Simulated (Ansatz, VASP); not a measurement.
# One calculation of W, two programs

```
CELL_PARAMETERS angstrom
-1.58516 1.58516 1.58516
1.58516 -1.58516 1.58516
1.58516 1.58516 -1.58516
ATOMIC_POSITIONS crystal
W 0.00000 0.00000 0.00000
```

Alike in both runs: task single point; functional PBE; dispersion D3(BJ); k mesh 8 × 8 × 8; occupations gaussian, width 0.1 eV; no spin polarisation.

```csv
,VASP,Ansatz
version,VASP 6.6.1,Ansatz 0.2.0
potentials or method,"VASP PAW PBE potentials, release 64 (W_sv), cutoff 500 eV","scalar-relativistic, plane waves, PAW"
valence electrons in the cell,14,14
```

|  | VASP | Ansatz | Ansatz less VASP |
| --- | --- | --- | --- |
| gap on the k mesh at the Fermi level (eV) | none | none | - |
| pressure (GPa) | -2.3 | -2.9 | -0.53 |

A gap of «none» marks a metal or a gap that the smearing closes.

Spin-orbit coupling is off throughout.
